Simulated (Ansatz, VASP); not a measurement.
Given: the input of a run of Ansatz 0.2.0 on Cu.

input.yaml

```yaml
crystal:
  lattice:
    - [0.0, 1.7830713297, 1.7830713297]
    - [1.7830713297, 0.0, 1.7830713297]
    - [1.7830713297, 1.7830713297, 0.0]
  atoms:
    - { symbol: Cu, position: [0.0, 0.0, 0.0] }
kpoints:
  mp_grid: { grid: [13, 13, 13] }
scf:
  occupations: { method: fermi_dirac, width: 0.05 }
hamiltonian:
  xc: pbesol
  pseudopotentials: { kind: all_electron, lapw: { basis_error: 0.0005 } }
output:
  forces: true
  stress: true
  eigenvalues: true
```

Potentials or basis: all-electron LAPW, scalar-relativistic.

The run is started by

```bash
$ ansatz run input.yaml --threads 1 --pin off --max-ram 3072MiB --backend cpu --events-out ev --progress --plain --runs-dir out
```

Question: Set up the same calculation for VASP 6.6.1. Potentials there: VASP PAW PBE potentials, release 64 (Cu).

Answer: As run (the cutoff follows the program's own potentials):

Contents of INCAR:

```
SYSTEM = Cu
PREC     = Accurate       ! precision mode
ENCUT    = 520            ! plane-wave cutoff, eV
EDIFF    = 1E-6           ! SCF threshold, eV
ISMEAR   = -1             ! smearing method
SIGMA    = 0.05           ! smearing width, eV
LREAL    = .False.        ! projectors in reciprocal space
LASPH    = .True.         ! aspherical terms in the spheres
NELM     = 60             ! most SCF steps
ALGO     = Normal         ! electronic algorithm
ISIF     = 2              ! what is computed and relaxed
LWAVE    = .False.        ! write WAVECAR
LCHARG   = .False.        ! write CHGCAR
GGA      = PS             ! functional
NBANDS   = 12             ! bands
```

The input KPOINTS:

```
regular mesh
0
Gamma
  13 13 13
  0 0 0
```

File POSCAR:

```
Cu
1.0
    0.0000000000      1.7830713297      1.7830713297
    1.7830713297      0.0000000000      1.7830713297
    1.7830713297      1.7830713297      0.0000000000
Cu
1
Direct
    0.0000000000      0.0000000000      0.0000000000
```

Potentials or basis: VASP PAW PBE potentials, release 64 (Cu).

Command:

```sh
$ cat potpaw_PBE.64/Cu/POTCAR > POTCAR
$ mpirun -np 1 vasp_std > vasp.out
```

Both were run:

|  | VASP | Ansatz | Ansatz less VASP |
| --- | --- | --- | --- |
| gap on the k mesh at the Fermi level (eV) | none | none | - |
| pressure (GPa) | 0.3 | -0.5 | -0.70 |

VASP's potentials were made for PBE, not for PBEsol. A gap of «none» marks a metal or a gap that the smearing closes. Ansatz ran all-electron here, and VASP with PAW potentials.
